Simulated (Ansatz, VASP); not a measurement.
# One calculation of Ca, two programs

The input INCAR:

```
SYSTEM = Ca
PREC = Accurate
ENCUT = 520
EDIFF = 1E-7
ISMEAR = 0
SIGMA = 0.15
LREAL = .FALSE.
LASPH = .TRUE.
NELM = 100
ALGO = Normal
ISIF = 2
LWAVE = .FALSE.
LCHARG = .FALSE.
GGA = PE
NBANDS = 11
```

File KPOINTS:

```
Automatic mesh
0
G
  14 14 14
  0 0 0
```

The input POSCAR:

```
Ca
1.0
    3.4886563400      0.0000000000      0.0000000000
    0.0000000000      3.4886563400      0.0000000000
    0.0000000000      0.0000000000      3.4886563400
Ca
1
Direct
    0.0000000000      0.0000000000      0.0000000000
```

Input for Ansatz:

```yaml
crystal:
  lattice:
    - [3.48865634, 0.0, 0.0]
    - [0.0, 3.48865634, 0.0]
    - [0.0, 0.0, 3.48865634]
  atoms:
    - { symbol: Ca, position: [0.0, 0.0, 0.0] }
basis:
  ecutwfc: 420
kpoints:
  mp_grid: { grid: [14, 14, 14] }
hamiltonian:
  xc: pbe
scf:
  occupations: { method: gaussian, width: 0.15 }
output:
  forces: true
  stress: true
  eigenvalues: true
```

Alike in both runs: task single point; functional PBE; k mesh 14 × 14 × 14; occupations gaussian, width 0.15 eV; no spin polarisation.

|  | VASP | Ansatz |
| --- | --- | --- |
| version | VASP 6.6.1 | Ansatz 0.2.0 |
| potentials or method | VASP PAW PBE potentials, release 64 (Ca_sv), cutoff 520 eV | scalar-relativistic, plane waves, PAW |
| valence electrons in the cell | 10 | 10 |

```csv
,VASP,Ansatz,Ansatz less VASP
gap on the k mesh at the Fermi level (eV),none,none,-
pressure (GPa),0.3,0.3,-0.01
```

A gap of «none» marks a metal or a gap that the smearing closes.
